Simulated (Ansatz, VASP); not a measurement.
# One calculation of Pb, two programs

Contents of INCAR:

```
SYSTEM = Pb
  PREC = Accurate
  ENCUT = 520
  EDIFF = 1E-7
  ISMEAR = -1
  SIGMA = 0.05
  LREAL = .FALSE.
  LASPH = .TRUE.
  NELM = 60
  ALGO = Normal
  ISIF = 2
  LWAVE = .FALSE.
  LCHARG = .TRUE.
  GGA = RP
  IVDW = 12
  LELF = .TRUE.
  LVHAR = .TRUE.
  NBANDS = 13
```

KPOINTS

```
regular mesh
0
G
  9 9 9
  0 0 0
```

File POSCAR:

```
Pb
1.0
    0.0000000000      2.4415696833      2.4415696833
    2.4415696833      0.0000000000      2.4415696833
    2.4415696833      2.4415696833      0.0000000000
Pb
1
Direct
    0.0000000000      0.0000000000      0.0000000000
```

input.yaml

```yaml
crystal:
  lattice:
    - [0.0, 2.4415696833, 2.4415696833]
    - [2.4415696833, 0.0, 2.4415696833]
    - [2.4415696833, 2.4415696833, 0.0]
  atoms:
    - { symbol: Pb, position: [0.0, 0.0, 0.0] }
hamiltonian:
  xc: rpbe
  pseudopotentials: { kind: paw }
  dispersion: d3bj
kpoints:
  mp_grid: { grid: [9, 9, 9] }
scf:
  occupations: { method: fermi_dirac, width: 0.05 }
output:
  forces: true
  stress: true
  eigenvalues: true
```

Alike in both runs: task single point; functional RPBE; dispersion D3(BJ); k mesh 9 × 9 × 9; occupations fermi-dirac, width 0.05 eV; no spin polarisation.

|  | VASP | Ansatz |
| --- | --- | --- |
| version | VASP 6.6.1 | Ansatz 0.2.0 |
| potentials or method | VASP PAW PBE potentials, release 64 (Pb_d) | Ansatz PAW |
| plane-wave cutoff (eV) | 520 | 420 |
| valence electrons in the cell | 14 | 14 |

|  | VASP | Ansatz | Ansatz less VASP |
| --- | --- | --- | --- |
| gap on the k mesh at the Fermi level (eV) | none | none | - |
| pressure (GPa) | -16.0 | -15.9 | +0.06 |

VASP's potentials were made for PBE, not for RPBE. A gap of «none» marks a metal or a gap that the smearing closes.

Spin-orbit coupling is off throughout.
